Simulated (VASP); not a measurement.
## MgO: single point with LDA

The system is MgO.

```
CELL_PARAMETERS angstrom
5.52307 0.00000 0.00000
0.00000 5.52307 0.00000
0.00000 0.00000 5.52307
ATOMIC_POSITIONS crystal
Mg 0.25000 0.99498 0.50000
Mg 0.00000 0.50502 0.25000
Mg 0.50000 0.75000 0.00000
Mg 0.75000 0.99498 0.50000
Mg 0.00000 0.50502 0.75000
Mg 0.50000 0.25000 0.00000
O 0.25000 0.52579 0.00000
O 0.50000 0.97421 0.25000
O 0.00000 0.75000 0.50000
O 0.75000 0.52579 0.00000
O 0.50000 0.97421 0.75000
O 0.00000 0.25000 0.50000
```

This cell differs from its parent crystal: atoms displaced along a vibrational mode.

| Item | Value |
| --- | --- |
| Program | VASP 6.6.1 |
| Task | single point |
| Functional | LDA |
| Potentials or basis | VASP PAW LDA potentials, release 64 (Mg, O) |
| Cutoff | 520 eV |
| k mesh | 4 × 4 × 4 |
| Occupations | gaussian, width 0.05 eV |
| Spin | no spin polarisation |

```
Pressure               : 0.1 GPa
Largest force          : 1.898 eV/Å
Band gap on the k mesh : 2.76 eV
```

Forces in eV/Å, atoms in the order of the input:
```
Mg   0.041 -0.144  0.000
Mg   0.000  0.144 -0.041
Mg   0.000  0.000  0.000
Mg  -0.041 -0.144  0.000
Mg   0.000  0.144  0.041
Mg   0.000  0.000  0.000
O   -0.418 -1.851  0.000
O    0.000  1.851  0.418
O    0.000  0.000  0.000
O    0.418 -1.851  0.000
O    0.000  1.851 -0.418
O    0.000  0.000  0.000
```

Stress tensor (GPa, compression positive):
```
 0.18  0.00  0.00
 0.00 -0.14  0.00
 0.00  0.00  0.18
```

Levels at points of the mesh, in eV from the valence-band top:
```
           k point  band 22  band 23  band 24  band 25  band 26  band 27
(0.00, 0.00, 0.00)    -0.03     0.00     0.00     2.76     5.77     7.81
(0.50, 0.00, 0.00)    -0.64    -0.03     0.00     4.65     4.66     7.51
(0.00, 0.50, 0.00)    -0.62     0.00     0.00     4.51     4.91     7.39
(0.50, 0.50, 0.00)    -0.62    -0.50     0.00     5.24     5.61     6.21
(0.50, 0.00, 0.50)    -0.64    -0.49    -0.03     5.55     5.61     5.61
(0.50, 0.50, 0.50)    -0.86    -0.84    -0.84     6.06     6.06     6.80
```

Run time: 2.5 min on 1 thread of Intel Xeon 8259CL, with other jobs on the host, peak memory 0.26 GiB.

Caveat: the cell differs from its parent crystal (atoms displaced along a vibrational mode); forces of over 1 eV/Å act on the atoms, so gaps and moduli don't describe the material at rest.
